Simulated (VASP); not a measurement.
# BaTiO3 (Cm) in VASP: further runs

The runs below take BaTiO3 through electric field gradients, with PBE.

Program: VASP 6.6.1. These are calculated values, not measurements. Logs are shortened: lines on timing, memory, paths and dates and some standing lists are left out, and cuts for length are marked.

### 1 The cell of the first run

The structure is monoclinic, space group Cm (No. 8). Conventional cell: a = 5.601 Å, b = 5.713 Å, c = 4.018 Å, α = 90.00°, β = 91.63°, γ = 90.00°. Ba (site symmetry m) has 12 O at 2.76 to 2.91 Å and 8 Ti at 3.36 to 3.54 Å within 3.6 Å. Within 2.5 Å of Ti (site symmetry m) lie 6 O at 1.87 to 2.15 Å. O (site symmetry m) has 2 Ti at 1.87 to 2.15 Å within 2.5 Å. O (site symmetry 1) has 2 Ti at 2.00 to 2.01 Å and 4 Ba at 2.76 to 2.91 Å and 8 O at 2.80 to 2.87 Å within 3.0 Å.

### 2 Electric field gradients, PBE (equal xy, yz and zx shear strains of -2 %)

File INCAR:

```
PREC = Accurate
ENCUT = 1000
EDIFF = 1E-8
ISMEAR = -1
SIGMA = 0.08
LREAL = F
LASPH = T
NELM = 120
ALGO = Normal
ISIF = 2
LWAVE = F
LCHARG = F
GGA = PE
LEFG = T
NBANDS = 28
GGA_COMPAT = F
```

File KPOINTS:

```
regular mesh
0
Gamma
  7 7 7
```

File POSCAR:

```
BaTiO3
1.0
    3.9998000000     -0.0399980000     -0.0399980000
   -0.0399980000      3.9998000000     -0.0399980000
   -0.0401800000     -0.0401800000      4.0180000000
Ba Ti O
1 1 3
Direct
    0.0000000000      0.0000000000      0.0000000000
    0.5000000000      0.5000000000      0.4820000000
    0.5000000000      0.5000000000      0.0160000000
    0.5000000000      0.0000000000      0.5150000000
    0.0000000000      0.5000000000      0.5150000000
```

Potentials or basis: VASP PAW PBE potentials, release 64 (Ba_sv, Ti_sv, O_h).

On the command line:

```console
> cat potpaw_PBE.64/Ba_sv/POTCAR potpaw_PBE.64/Ti_sv/POTCAR potpaw_PBE.64/O_h/POTCAR > POTCAR
> mpirun -np 1 vasp_std > vasp.out
```

OUTCAR:

```text
PREC = Accurate
   ENCUT = 1000
   EDIFF = 1E-8
   ISMEAR = -1
   LREAL = F
   LASPH = T
   NELM = 120
   ISIF = 2
   GGA = PE

 ion  position               nearest neighbor table
   1  0.000  0.000  0.000-   5 2.76   4 2.76   3 2.80   3 2.80   5 2.82   4 2.82   4 2.85   5 2.85
                             3 2.86   3 2.86   4 2.91   5 2.91   2 3.36   2 3.44   2 3.45   2 3.45
   2  0.500  0.500  0.482-   3 1.87   4 2.00   5 2.00   4 2.01   5 2.01   3 2.15   1 3.36   1 3.44
                             1 3.45   1 3.45   1 3.45   1 3.53   1 3.53   1 3.54
   3  0.500  0.500  0.016-   2 1.87   2 2.15   1 2.80   1 2.80   1 2.86   1 2.86
   4  0.500  0.000  0.515-   2 2.00   2 2.01   1 2.76   1 2.82   1 2.85   1 2.91
   5  0.000  0.500  0.515-   2 2.00   2 2.01   1 2.76   1 2.82   1 2.85   1 2.91

  LATTYP: Found a base centered monoclinic cell.
 ALAT       =     5.6005770344
 B/A-ratio  =     1.0200979445
 C/A-ratio  =     1.2140916598
 COS(beta)  =    -0.8068647163

  Lattice vectors:

 A1 = (  -3.9998000000,   0.0399980000,   0.0399980000)
 A2 = (   0.0399980000,  -3.9998000000,   0.0399980000)
 A3 = (   3.9196220000,   3.9196220000,   3.9380040000)

Analysis of symmetry for initial positions (statically):
=====================================================================
 Subroutine PRICEL returns:
 Original cell was already a primitive cell.

 Routine SETGRP: Setting up the symmetry group for a
 base centered monoclinic supercell.

 Subroutine GETGRP returns: Found  2 space group operations
 (whereof  2 operations were pure point group operations)
 out of a pool of  4 trial point group operations.

The static configuration has the point symmetry C_1h.

Analysis of symmetry for dynamics (positions and initial velocities):
=====================================================================
 Subroutine PRICEL returns:
 Original cell was already a primitive cell.

 Routine SETGRP: Setting up the symmetry group for a
 base centered monoclinic supercell.

 Subroutine GETGRP returns: Found  2 space group operations
 (whereof  2 operations were pure point group operations)
 out of a pool of  4 trial point group operations.

The dynamic configuration has the point symmetry C_1h.

 Subroutine INISYM returns: Found  2 space group operations
 (whereof  2 operations are pure point group operations),
 and found     1 'primitive' translations

----------------------------------------------------------------------------------------

                                     Primitive cell

  volume of cell :      64.2622

  direct lattice vectors                    reciprocal lattice vectors
     3.999800000 -0.039998000 -0.039998000     0.250063018  0.002525889  0.002525889
    -0.039998000  3.999800000 -0.039998000     0.002525889  0.250063018  0.002525889
    -0.040180000 -0.040180000  4.018000000     0.002514448  0.002514448  0.248930329

  length of vectors
     4.000199960  4.000199960  4.018401780     0.250088531  0.250088531  0.248955726

  position of ions in fractional coordinates (direct lattice)
     0.000000000  0.000000000  0.000000000
     0.500000000  0.500000000  0.482000000
     0.500000000  0.500000000  0.016000000
     0.500000000  1.000000000  0.515000000
     1.000000000  0.500000000  0.515000000

  ion indices of the primitive-cell ions
   primitive index   ion index
                 1           1
                 2           2
                 3           3
                 4           4
                 5           5

----------------------------------------------------------------------------------------

 KPOINTS: regular mesh

Automatic generation of k-mesh.
 Grid dimensions read from file:
 generate k-points for:    7    7    7

 Generating k-lattice:

[... 52 lines left out ...]
   PREC   = accura    normal or accurate (medium, high low for compatibility)
   ISTART =      0    job   : 0-new  1-cont  2-samecut
   ICHARG =      2    charge: 1-file 2-atom 10-const
   ISPIN  =      1    spin polarized calculation?
   LNONCOLLINEAR =      F non collinear calculations
   LSORBIT =      F    spin-orbit coupling
   LASPH  =      T    aspherical Exc in radial PAW
   ENCUT  = 1000.0 eV  73.50 Ry    8.57 a.u.  10.31 10.31 10.36*2*pi/ulx,y,z
   NELM   =    120;   NELMIN=  2; NELMDL= -5     # of ELM steps
   EDIFF  = 0.1E-07   stopping-criterion for ELM
   LREAL  =      F    real-space projection
   EDIFFG = 0.1E-06   stopping-criterion for IOM
   NSW    =      0    number of steps for IOM
   IBRION =     -1    ionic relax: 0-MD 1-quasi-New 2-CG
   NFREE  =      0    steps in history (QN), initial steepest desc. (CG)
   ISIF   =      2    stress and relaxation
   ISYM   =      2    0-nonsym 1-usesym 2-fastsym
   POTIM  = 0.5000    time-step for ionic-motion
   TEBEG  =    0.0;   TEEND  =   0.0 temperature during run
   PSTRESS=    0.0 pullay stress
   NELECT =      40.0000    total number of electrons
   NUPDOWN=      -1.0000    fix difference up-down
   EMIN   =  10.00;   EMAX   =-10.00  energy-range for DOS
   EFERMI =   0.00;   METHOD = LEGACY
   ISMEAR =    -1;   SIGMA  =   0.08  broadening in eV -4-tet -1-fermi 0-gaus
   EFERMI_NEDOS =   21; number of points for ismear=-14 and -15
   IALGO  =     38    algorithm
   IMIX   =      4    mixing-type and parameters
     AMIX     =   0.40;   BMIX     =  1.00
     AMIX_MAG =   1.60;   BMIX_MAG =  1.00
  volume/ion in A,a.u.               =      12.85        86.73
  Fermi-wavevector in a.u.,A,eV,Ry     =   1.397794  2.641447 26.583431  1.953827
  Thomas-Fermi vector in A             =   2.521015
   LORBIT       =      0    0 simple, 1 ext, 2 COOP (PROOUT), +10 PAW based schemes
   GGA     = PE    functional components
   LHFCALC =     F    Hartree Fock is set to
   AEXX    =    0.0000 exact exchange contribution
   IVDW    =     0    specifies the selected vdW correction
   LEPSILON=     F    determine dielectric tensor
   LRPA    =     F    only Hartree local field effects (RPA)
 non-spin polarized calculation
  energy-cutoff  :     1000.00
  volume of cell :       64.26
 maximum number of plane-waves:      4637
 NGX is ok and might be reduce to    42
   NGX = 21   NGY = 21   NGZ = 21

 number of electron      39.9999995 magnetization

 Free energy of the ion-electron system (eV)
  ---------------------------------------------------
  ext. energy  EPLUGINS =         0.00000000
  ---------------------------------------------------
  free energy    TOTEN  =       -39.97836416 eV

  energy without entropy =      -39.97836289  energy(sigma->0) =      -39.97836353

 E-fermi :   5.1503     XC(G=0): -11.2460

 val. band max:        4.1374734987   @ k =   0.4286   0.4286   0.4286
 cond. band min:       5.9848356768   @ k =   0.0000   0.0000   0.0000
 fundamental gap:      1.8473621781
 Fermi energy:         5.1502844440

 k-point     1 :       0.0000    0.0000    0.0000
  band No.  band energies     occupation
      1     -52.3662      2.00000
      2     -28.6237      2.00000
      3     -28.5823      2.00000
      4     -28.5683      2.00000
      5     -20.6561      2.00000
      6     -12.7161      2.00000
[... 733 lines left out ...]
     27      10.3165      0.00000
     28      12.0846      0.00000

 [... further k-points ...]

------------------------ aborting loop because EDIFF is reached ----------------------------------------

  FORCE on cell =-STRESS in cart. coord.  units (eV):
  Direction    XX          YY          ZZ          XY          YZ          ZX
  --------------------------------------------------------------------------------------
  -------------------------------------------------------------------------------------
  Total        1.6460373      1.6460373      2.2609363      1.0339734      0.9789346      0.9789346
  in kB       41.0388273     41.0388273     56.3694243     25.7789155     24.4066949     24.4066946
  external PRESSURE =      46.1490263 kB  Pullay stress =       0.0000000 kB

 VOLUME and BASIS-vectors are now :
 -----------------------------------------------------------------------------
  energy-cutoff  :     1000.00
  volume of cell :       64.26
      direct lattice vectors                 reciprocal lattice vectors
     3.999800000 -0.039998000 -0.039998000     0.250063018  0.002525889  0.002525889
    -0.039998000  3.999800000 -0.039998000     0.002525889  0.250063018  0.002525889
    -0.040180000 -0.040180000  4.018000000     0.002514448  0.002514448  0.248930329

 POSITION                                       TOTAL-FORCE (eV/Angst)
 -----------------------------------------------------------------------------------
      0.00000      0.00000      0.00000        -0.000433     -0.000433     -0.066203
      1.96053      1.96053      1.89668         0.046164      0.046164      0.050424
      1.97926      1.97926      0.02429        -0.022792     -0.022792      0.330006
      1.97921     -0.04069      2.04927        -0.020562     -0.002378     -0.157114
     -0.04069      1.97921      2.04927        -0.002378     -0.020562     -0.157114
 -----------------------------------------------------------------------------------
    total drift:                                0.000342      0.000342      0.002384

  FREE ENERGIE OF THE ION-ELECTRON SYSTEM (eV)
  ---------------------------------------------------
  free  energy   TOTEN  =       -39.9783641578 eV

  energy  without entropy=      -39.9783628924  energy(sigma->0) =      -39.97836353

 Electric field gradients (V/A^2)
---------------------------------------------------------------------
 ion       V_xx      V_yy      V_zz      V_xy      V_xz      V_yz
---------------------------------------------------------------------
   1       2.219     2.219    -4.439   -12.024   -12.125   -12.125
   2       0.943     0.943    -1.887     3.665     3.774     3.774
   3      -8.280    -8.280    16.560     0.210    -2.344    -2.344
   4     -13.256    27.504   -14.248    -2.738     0.228    -2.633
   5      27.504   -13.256   -14.248    -2.738    -2.633     0.228
---------------------------------------------------------------------

 Electric field gradients after diagonalization (V/A^2)
 (convention: |V_zz| > |V_xx| > |V_yy|)
----------------------------------------------------------------------
 ion       V_xx      V_yy      V_zz     asymmetry (V_yy - V_xx)/ V_zz
----------------------------------------------------------------------
   1      14.243    10.235   -24.477       0.164
   2      -4.886    -2.721     7.608       0.285
   3      -8.508    -8.490    16.998       0.001
   4     -14.416   -13.436    27.853       0.035
   5     -14.416   -13.436    27.853       0.035
----------------------------------------------------------------------

           NMR quadrupolar parameters

 Cq : quadrupolar parameter    Cq=e*Q*V_zz/h
 eta: asymmetry parameters     (V_yy - V_xx)/ V_zz
 Q  : nuclear electric quadrupole moment in mb (millibarn)
----------------------------------------------------------------------
 ion       Cq(MHz)       eta       Q (mb)
----------------------------------------------------------------------
   1      -0.059       0.164       1.000
   2       0.018       0.285       1.000
   3       0.041       0.001       1.000
   4       0.067       0.035       1.000
   5       0.067       0.035       1.000
----------------------------------------------------------------------
```

It took 13 min on 1 thread of AMD EPYC 7R13 (Zen 3), shared host; peak memory 0.57 GiB.

What came out:

| Property | Result |
| --- | --- |
| Free energy | -39.9784 eV |
| Pressure | 4.6 GPa |
| Largest force | 0.332 eV/Å |
| Band gap on the k mesh | 1.85 eV (least direct gap 1.99 eV) |
| Largest electric field gradient by atom | Ba -24.5; Ti +7.6; O +17.0, +27.9 (each value once) V/Å² |

Forces in eV/Å, atoms in the order of the input:
```
Ba   0.000  0.000 -0.066
Ti   0.046  0.046  0.050
O   -0.023 -0.023  0.330
O   -0.021 -0.002 -0.157
O   -0.002 -0.021 -0.157
```

Stress tensor (GPa, compression positive):
```
4.10 2.58 2.44
2.58 4.10 2.44
2.44 2.44 5.64
```

Levels at points of the mesh, in eV from the valence-band top:
```
           k point  band 16  band 17  band 18  band 19  band 20  band 21  band 22  band 23  band 24  band 25
(0.00, 0.00, 0.00)    -1.18    -1.04    -0.31    -0.30    -0.15     1.85     2.13     2.19     4.07     4.21
```

Electric field gradients, principal values (V/Å²):
| atom | least | middle | greatest (by size) |
| --- | --- | --- | --- |
| 1 Ba | 10.235 | 14.243 | -24.477 |
| 2 Ti | -2.721 | -4.886 | 7.608 |
| 3 O | -8.490 | -8.508 | 16.998 |
| 4 O | -13.436 | -14.416 | 27.853 |
| 5 O | -13.436 | -14.416 | 27.853 |

Caveat: the cell differs from its parent crystal (equal xy, yz and zx shear strains of -2 %); the cell stands under pressure; without QUAD_EFG the Cq values of the log hold for a quadrupole moment of 1 mb, not for the nuclei; spin-orbit coupling is left out, which moves the levels of the heavy elements. A k mesh can miss the band edges.

### 3 Electric field gradients, PBE (equal xy, yz and zx shear strains of -3 %)

File INCAR:

```
PREC = Accurate
ENCUT = 1000
EDIFF = 1E-8
ISMEAR = -1
SIGMA = 0.08
LREAL = False
LASPH = True
NELM = 120
ALGO = Normal
ISIF = 2
LWAVE = False
LCHARG = False
GGA = PE
LEFG = True
NBANDS = 28
GGA_COMPAT = False
```

KPOINTS is that of step 2.

POSCAR: that of step 2 with these lines changed.

```diff
@@ -2,5 +2,5 @@
 1.0
-    3.9998000000     -0.0399980000     -0.0399980000
-   -0.0399980000      3.9998000000     -0.0399980000
-   -0.0401800000     -0.0401800000      4.0180000000
+    3.9998000000     -0.0599970000     -0.0599970000
+   -0.0599970000      3.9998000000     -0.0599970000
+   -0.0602700000     -0.0602700000      4.0180000000
 Ba Ti O
```

Potentials or basis: VASP PAW PBE potentials, release 64 (Ba_sv, Ti_sv, O_h).

On the command line:

```console
> cat potpaw_PBE.64/Ba_sv/POTCAR potpaw_PBE.64/Ti_sv/POTCAR potpaw_PBE.64/O_h/POTCAR > POTCAR
> mpirun -np 1 vasp_std > vasp.out
```

OUTCAR:

```text
PREC = Accurate
   ENCUT = 1000
   EDIFF = 1E-8
   ISMEAR = -1
   LREAL = False
   LASPH = True
   NELM = 120
   ISIF = 2
   GGA = PE

 ion  position               nearest neighbor table
   1  0.000  0.000  0.000-   5 2.75   4 2.75   3 2.78   3 2.79   5 2.83   4 2.83   4 2.84   5 2.84
                             3 2.87   3 2.87   4 2.92   5 2.92   2 3.33   2 3.41   2 3.46   2 3.46
   2  0.500  0.500  0.482-   3 1.87   4 2.00   5 2.00   4 2.01   5 2.01   3 2.15   1 3.33   1 3.41
                             1 3.46   1 3.46   1 3.46   1 3.55   1 3.55   1 3.55
   3  0.500  0.500  0.016-   2 1.87   2 2.15   1 2.78   1 2.79   1 2.87   1 2.87
   4  0.500  0.000  0.515-   2 2.00   2 2.01   1 2.75   1 2.83   1 2.84   1 2.92
   5  0.000  0.500  0.515-   2 2.00   2 2.01   1 2.75   1 2.83   1 2.84   1 2.92

[... 986 lines left out ...]
   3      -8.314    -8.314    16.628     0.349    -3.481    -3.481
   4     -13.277    27.567   -14.289    -4.072     0.378    -3.910
   5      27.567   -13.277   -14.289    -4.072    -3.910     0.378
---------------------------------------------------------------------

 Electric field gradients after diagonalization (V/A^2)
 (convention: |V_zz| > |V_xx| > |V_yy|)
----------------------------------------------------------------------
 ion       V_xx      V_yy      V_zz     asymmetry (V_yy - V_xx)/ V_zz
----------------------------------------------------------------------
   1      19.573    15.559   -35.132       0.114
   2      -6.761    -4.584    11.345       0.192
   3      -8.914    -8.663    17.577       0.014
   4     -14.652   -13.679    28.331       0.034
   5     -14.652   -13.679    28.331       0.034
----------------------------------------------------------------------

           NMR quadrupolar parameters

 Cq : quadrupolar parameter    Cq=e*Q*V_zz/h
 eta: asymmetry parameters     (V_yy - V_xx)/ V_zz
 Q  : nuclear electric quadrupole moment in mb (millibarn)
----------------------------------------------------------------------
 ion       Cq(MHz)       eta       Q (mb)
----------------------------------------------------------------------
   1      -0.085       0.114       1.000
   2       0.027       0.192       1.000
   3       0.042       0.014       1.000
   4       0.069       0.034       1.000
   5       0.069       0.034       1.000
----------------------------------------------------------------------
```

OSZICAR:

```text
N       E                     dE             d eps       ncg     rms          rms(c)
DAV:   1     0.617913122231E+03    0.61791E+03   -0.30375E+04  5600   0.251E+03
DAV:   2     0.653862784025E+02   -0.55253E+03   -0.52735E+03  5824   0.572E+02
DAV:   3    -0.437293773783E+02   -0.10912E+03   -0.10343E+03  8572   0.197E+02
DAV:   4    -0.504725205467E+02   -0.67431E+01   -0.67146E+01  7264   0.486E+01
[... 10 lines left out ...]
DAV:  15    -0.399398545766E+02    0.10277E-04   -0.69092E-05  7764   0.812E-02    0.111E-02
DAV:  16    -0.399398544428E+02    0.13378E-06   -0.81255E-06  6568   0.271E-02    0.199E-03
DAV:  17    -0.399398543763E+02    0.66517E-07   -0.61301E-07  7864   0.688E-03    0.176E-03
DAV:  18    -0.399398543903E+02   -0.14025E-07   -0.46869E-07  8516   0.547E-03    0.108E-03
DAV:  19    -0.399398543977E+02   -0.73987E-08   -0.89861E-08  7196   0.268E-03
   1 F= -.39939854E+02 E0= -.39939854E+02  d E =-.144049E-05
```

stdout:

```text
POSCAR found type information on POSCAR BaTiO
 POSCAR found :  3 types and       5 ions
 scaLAPACK will be used
 LDA part: xc-table for (Slater+PW92), standard interpolation
 POSCAR, INCAR and KPOINTS ok, starting setup
 FFT: planning ... GRIDC
 FFT: planning ... GRID_SOFT
 FFT: planning ... GRID
 WAVECAR not read
 entering main loop
ion   1

ion   2

ion   3

ion   4
     0.0000293     2.5113729     2.4110338     7.1089246    -0.1482408    11.7187609
     0.0000403     2.5113728     2.4110337     7.1089245    -0.1482408    11.7187608
     0.0000555     2.5113728     2.4110337     7.1089243    -0.1482408    11.7187605
     0.0000765     2.5113727     2.4110336     7.1089240    -0.1482408    11.7187599

     0.0000293     3.8424809     3.6889723    10.9597755    -0.2365683    18.0828930
     0.0000403     3.8424802     3.6889717    10.9597736    -0.2365683    18.0828898
     0.0000555     3.8424792     3.6889707    10.9597703    -0.2365682    18.0828845
     0.0000765     3.8424773     3.6889689    10.9597649    -0.2365681    18.0828755

ion   5
     0.0000293     2.5113729    -0.1482408     7.1089246     2.4110338   -11.7187609
     0.0000403     2.5113728    -0.1482408     7.1089245     2.4110337   -11.7187608
     0.0000555     2.5113728    -0.1482408     7.1089243     2.4110337   -11.7187605
     0.0000765     2.5113727    -0.1482408     7.1089240     2.4110336   -11.7187599

     0.0000293     3.8424809    -0.2365683    10.9597755     3.6889723   -18.0828930
     0.0000403     3.8424802    -0.2365683    10.9597736     3.6889717   -18.0828898
     0.0000555     3.8424792    -0.2365682    10.9597703     3.6889707   -18.0828845
     0.0000765     3.8424773    -0.2365681    10.9597649     3.6889689   -18.0828755
```

It took 9 min on 1 thread of AMD EPYC 7R43 (Zen 3), shared host; peak memory 0.56 GiB.

Results:

- Free energy: -39.9399 eV
- Pressure: 4.8 GPa
- Largest force: 0.338 eV/Å
- Band gap on the k mesh: 1.81 eV (least direct gap 1.92 eV)
- Largest electric field gradient by atom: Ba -35.1; Ti +11.3; O +17.6, +28.3 (each value once) V/Å²

Forces in eV/Å, atoms in the order of the input:
```
Ba  -0.002 -0.002 -0.065
Ti   0.069  0.069  0.043
O   -0.033 -0.033  0.335
O   -0.030 -0.004 -0.157
O   -0.004 -0.030 -0.157
```

Electric field gradients, principal values (V/Å²):
```csv
atom,least,middle,greatest (by size)
1 Ba,15.559,19.573,-35.132
2 Ti,-4.584,-6.761,11.345
3 O,-8.663,-8.914,17.577
4 O,-13.679,-14.652,28.331
5 O,-13.679,-14.652,28.331
```

Caveat: the cell differs from its parent crystal (equal xy, yz and zx shear strains of -3 %); the cell stands under pressure; without QUAD_EFG the Cq values of the log hold for a quadrupole moment of 1 mb, not for the nuclei; spin-orbit coupling is left out, which moves the levels of the heavy elements. A k mesh can miss the band edges.

(Continued in part 2 of 2.)
